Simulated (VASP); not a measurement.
A run of VASP 6.6.1 is set up as follows.

POSCAR

```
Cu
1.0
   -1.4539857600      1.4643106900      1.3739820400
    1.4487133000     -1.4679854000      1.3723068300
    1.4251542200      1.4391538600     -1.3778349000
Cu
1
Direct
    0.0000000000      0.0000000000      0.0000000000
```

The input INCAR.step1:

```
  PREC = Accurate
  ENCUT = 520
  ISMEAR = -1
  SIGMA = 0.05
  LREAL = False
  LASPH = True
  NELM = 100
  NBANDS = 12
  GGA = PE
  ALGO = Normal
  EDIFF = 1E-4
  LWAVE = True
  LCHARG = False
```

File INCAR.step2:

```
  PREC = Accurate
  ENCUT = 520
  EDIFF = 1E-7
  ISMEAR = -1
  SIGMA = 0.05
  LREAL = False
  LASPH = True
  NELM = 100
  ALGO = Normal
  ISIF = 2
  LWAVE = False
  LCHARG = True
  METAGGA = R2SCAN
  LMIXTAU = True
  LELF = True
  LVHAR = True
  NBANDS = 12
  ISTART = 1
```

KPOINTS

```
regular mesh
0
Gamma
  10 10 9
```

Potentials or basis: VASP PAW PBE potentials, release 64 (Cu).

Command:

```bash
$ cat potpaw_PBE.64/Cu/POTCAR > POTCAR
$ cp INCAR.step1 INCAR
$ mpirun -np 1 vasp_std > vasp.out
$ cp INCAR.step2 INCAR
$ mpirun -np 1 vasp_std > vasp.out
```

(1) What does it give for the pressure?

(2) Estimate the band gap on the k mesh.

Results:

(1) 1.0 GPa.

(2) zero (an odd number of electrons rules out a gap without spin polarisation).

Caveat: the PAW data sets were made with another functional, which shifts forces and pressure a little.
